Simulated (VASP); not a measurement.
Crystal: AlH2.

```
CELL_PARAMETERS angstrom
2.03470 -2.87058 0.00000
2.03470 2.87058 0.00000
0.00000 0.00000 2.70129
ATOMIC_POSITIONS crystal
Al 0.50000 0.50000 0.50000
H 0.86975 0.13025 0.50000
H 0.13025 0.86975 0.50000
```

The cell was generated, and may not be a known phase.

```yaml
Program: VASP 6.6.1
Task: relaxation of cell and atoms
Functional: PBE
Potentials_or_basis: VASP PAW PBE potentials, release 64 (Al, H)
Cutoff: 600 eV
k_mesh: 6 × 6 × 6
Occupations: gaussian, width 0.1 eV
Spin: no spin polarisation
```

At the start: pressure -9.5 GPa; volume 10.52 Å³/atom.

**Question.** How do energy, volume and symmetry change on relaxing?

**Answer.** Over 12 steps the energy falls by 91.5 meV/atom and the volume is 8.83 Å³/atom (-16.1 %); space group Cmmm (No. 65, to 0.1 Å) before and after.

Step by step:
```tsv
step	energy change (eV)	largest force (eV/Å)	pressure (GPa)	volume (Å³)
1	0.0000	0.0082	-9.48	31.56
2	-0.2172	0.0672	-5.27	28.77
3	-0.2680	0.0544	-1.80	27.32
4	-0.2712	0.0429	-0.30	26.81
5	-0.2712	0.0451	-0.58	26.91
6	-0.2722	0.0442	-0.31	26.77
7	-0.2726	0.0437	0.04	26.61
8	-0.2730	0.0404	0.14	26.57
9	-0.2737	0.0276	0.48	26.46
10	-0.2737	0.0212	0.65	26.40
11	-0.2740	0.0200	0.59	26.42
12	-0.2746	0.0201	0.40	26.49
```

Final structure:
```xyz
3
Lattice="1.9335 -2.5740 0.0000 1.9335 2.5740 0.0000 0.0000 0.0000 2.6612" Properties=species:S:1:pos:R:3 pbc="T T T"
Al    1.9335    0.0000    1.3306
H     1.9335   -1.8673    1.3306
H     1.9335    1.8673    1.3306
```

Caveat: the k points lie up to 0.39 Å⁻¹ apart in the final cell, too coarse for converged energies and pressures of a metal; the volume moved by over 15 % at a fixed basis, so the end points are rough; an odd number of electrons without spin polarisation forces a metal; a magnetic or distorted state may lie lower.
